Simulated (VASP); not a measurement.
Wanted: the native input for a VASP 6.6.1 run.

| Item | Value |
| --- | --- |
| Task | single point |
| Functional | PBE |
| Potentials or basis | VASP PAW PBE potentials, release 64 (Mg, O) |
| Cutoff | 520 eV |
| k mesh | 12 × 12 × 6 |
| Occupations | fermi-dirac, width 0.02 eV |
| Spin | no spin polarisation |
| Dipole correction | no |
| Further INCAR settings | ALGO = Normal; EDIFF = 1e-07; NBANDS = 16 |

The structure of MgO lies in POSCAR:

```
MgO
1.0
    3.2882171726      0.0000000000      0.0000000000
   -1.6441085863      2.8476796046      0.0000000000
    0.0000000000      0.0000000000      5.0343664182
Mg O
2 2
Direct
    0.3333333333      0.6666666667     -0.0098385168
    0.6666666667      0.3333333333      0.4901614832
    0.3333333333      0.6666666667      0.3848385168
    0.6666666667      0.3333333333      0.8848385168
```

The input as run:

INCAR

```
PREC = Accurate
ENCUT = 520
EDIFF = 1E-7
ISMEAR = -1
SIGMA = 0.02
LREAL = F
LASPH = T
NELM = 100
ALGO = Normal
ISIF = 2
LWAVE = F
LCHARG = T
GGA = PE
LELF = T
LVHAR = T
NBANDS = 16
```

KPOINTS

```
regular mesh
0
Gamma
  12 12 6
```

Potentials or basis: VASP PAW PBE potentials, release 64 (Mg, O).

Launch:

```sh
$ cat potpaw_PBE.64/Mg/POTCAR potpaw_PBE.64/O/POTCAR > POTCAR
$ mpirun -np 1 vasp_std > vasp.out
```

It gave:

```
Pressure               : 3.5 GPa
Largest force          : 0.015 eV/Å
Band gap on the k mesh : 3.54 eV, direct
```

Wall time 15 s on 1 thread of Intel(R) Xeon(R) 6975P-C (Granite Rapids), on a shared host, peak memory 0.19 GiB.
